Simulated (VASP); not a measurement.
CsBa3, 4 atoms in the cell. It takes space group Fm-3m (No. 225, cubic). The conventional cell has a = 10.443 Å, b = 10.443 Å, c = 10.443 Å, α = 90.00°, β = 90.00°, γ = 90.00°. 

| Item | Value |
| --- | --- |
| Program | VASP 6.6.1 |
| Task | single point |
| Functional | PBEsol |
| Potentials or basis | VASP PAW PBE potentials, release 64 (Ba_sv, Cs_sv) |
| Cutoff | 520 eV |
| k mesh | 5 × 5 × 5 |
| Occupations | fermi-dirac, width 0.05 eV |
| Spin | no spin polarisation |
| Dipole correction | no |
| Further INCAR settings | ALGO = Fast; EDIFF = 1e-07; NBANDS = 28 |

Potentials or basis: VASP PAW PBE potentials, release 64 (Ba_sv, Cs_sv).

Run with:

```bash
$ cat potpaw_PBE.64/Ba_sv/POTCAR potpaw_PBE.64/Cs_sv/POTCAR > POTCAR
$ mpirun -np 1 vasp_std > vasp.out
```

Hardware: 1 thread of AMD EPYC 9R45 96-Core Processor (Zen 5), with other jobs on the host.

Q: Estimate the wall time of this run.

A: Wall time 83 s on 1 thread of AMD EPYC 9R45 96-Core Processor (Zen 5) (shared host), peak memory 0.42 GiB. Counts: scf iterations 17, k points 10.
